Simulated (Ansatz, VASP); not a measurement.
Given: the input of a run of VASP 6.6.1 on FeGe.

INCAR

```
SYSTEM = FeGe
ALGO = Normal
EDIFF = 1E-7
ENCUT = 520
GGA = PS
ISIF = 2
ISMEAR = -1
LASPH = .TRUE.
LCHARG = .FALSE.
LREAL = .FALSE.
LWAVE = .FALSE.
NBANDS = 54
NELM = 100
PREC = Accurate
SIGMA = 0.05
```

The input KPOINTS:

```
k-points
0
G
  6 6 6
  0 0 0
```

The input POSCAR:

```
FeGe
1.0
    4.6890000000      0.0000000000      0.0000000000
    0.0000000000      4.6890000000      0.0000000000
    0.0000000000      0.0000000000      4.6890000000
Ge Fe
4 4
Direct
    0.1580000000      0.3420000000      0.6580000000
    0.3420000000      0.6580000000      0.1580000000
    0.6580000000      0.1580000000      0.3420000000
    0.8420000000      0.8420000000      0.8420000000
    0.8650000000      0.6350000000      0.3650000000
    0.6350000000      0.3650000000      0.8650000000
    0.3650000000      0.8650000000      0.6350000000
    0.1350000000      0.1350000000      0.1350000000
```

Potentials or basis: VASP PAW PBE potentials, release 64 (Ge_d, Fe).

The run is started by

```console
$ cat potpaw_PBE.64/Ge_d/POTCAR potpaw_PBE.64/Fe/POTCAR > POTCAR
$ mpirun -np 1 vasp_std > vasp.out
```

**Question.** Set up the same calculation for Ansatz 0.2.0. Potentials there: Ansatz PAW.

**Answer.** As run (the cutoff follows the program's own potentials):

The input input.yaml:

```yaml
crystal:
  lattice:
    - [4.689, 0.0, 0.0]
    - [0.0, 4.689, 0.0]
    - [0.0, 0.0, 4.689]
  atoms:
    - { symbol: Ge, position: [0.158, 0.342, 0.658] }
    - { symbol: Ge, position: [0.342, 0.658, 0.158] }
    - { symbol: Ge, position: [0.658, 0.158, 0.342] }
    - { symbol: Ge, position: [0.842, 0.842, 0.842] }
    - { symbol: Fe, position: [0.865, 0.635, 0.365] }
    - { symbol: Fe, position: [0.635, 0.365, 0.865] }
    - { symbol: Fe, position: [0.365, 0.865, 0.635] }
    - { symbol: Fe, position: [0.135, 0.135, 0.135] }
hamiltonian:
  xc: pbesol
  pseudopotentials: { kind: paw }
kpoints:
  mp_grid: { grid: [6, 6, 6] }
scf:
  occupations: { method: fermi_dirac, width: 0.05 }
output:
  forces: true
  stress: true
  eigenvalues: true
```

Potentials or basis: Ansatz PAW.

Launch:

```bash
$ ansatz run input.yaml --threads 4 --pin off --max-ram 11264MiB --backend cpu --events-out ev --progress --plain --runs-dir out
```

Both were run:

|  | VASP | Ansatz | Ansatz less VASP |
| --- | --- | --- | --- |
| pressure (GPa) | -12.6 | -12.9 | -0.32 |
| rms of the force components (eV/Å) | 0.187 | 0.193 | +0.0060 |

VASP's potentials were made for PBE, not for PBEsol. Atom by atom the forces differ by 0.010 eV/Å (rms over components). VASP's potentials hold 88 valence electrons a cell and Ansatz's 120, so a difference there can come from the potentials and not from the codes.
